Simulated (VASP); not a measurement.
A run of VASP 6.6.1 is set up as follows.

INCAR

```
SYSTEM = Pt
ALGO     = Normal         ! electronic algorithm
EDIFF    = 1E-8           ! SCF threshold, eV
ENCUT    = 520            ! plane-wave cutoff, eV
GGA      = CA             ! functional
GGA_COMPAT= .FALSE.      
ISIF     = 2              ! what is computed and relaxed
ISMEAR   = -1             ! smearing method
LASPH    = .TRUE.         ! aspherical terms in the spheres
LCHARG   = .FALSE.        ! write CHGCAR
LEFG     = .TRUE.       
LMAXMIX  = 4              ! l up to which the mixer works
LNONCOLLINEAR= .TRUE.         ! non-collinear magnetism
LORBIT   = 11             ! projections on sites
LORBMOM  = .TRUE.       
LREAL    = .FALSE.        ! projectors in reciprocal space
LSORBIT  = .TRUE.         ! spin-orbit coupling
LWAVE    = .FALSE.        ! write WAVECAR
MAGMOM   = 0 0 0          ! initial moments
NBANDS   = 21             ! bands
NELM     = 150            ! most SCF steps
PREC     = Accurate       ! precision mode
SIGMA    = 0.05           ! smearing width, eV
```

File KPOINTS:

```
k-points
0
G
  16 16 16
  0 0 0
```

File POSCAR:

```
Pt
1.0
    0.0000000000      1.9715751809      1.9715751809
    1.9715751809      0.0000000000      1.9715751809
    1.9715751809      1.9715751809      0.0000000000
Pt
1
Direct
    0.0000000000      0.0000000000      0.0000000000
```

Potentials or basis: VASP PAW LDA potentials, release 64 (Pt).

Command:

```sh
$ cat potpaw_LDA.64/Pt/POTCAR > POTCAR
$ mpirun -np 1 vasp_ncl > vasp.out
```

Q: What does it give for the pressure?

A: -8.9 GPa.

Q: Estimate the net moment.

A: 0.00 μB per cell.

Moments on the atoms (μB; x, y, z):
```
Pt  0.00 0.00 0.00
```

Caveat: the cell stands under tension.
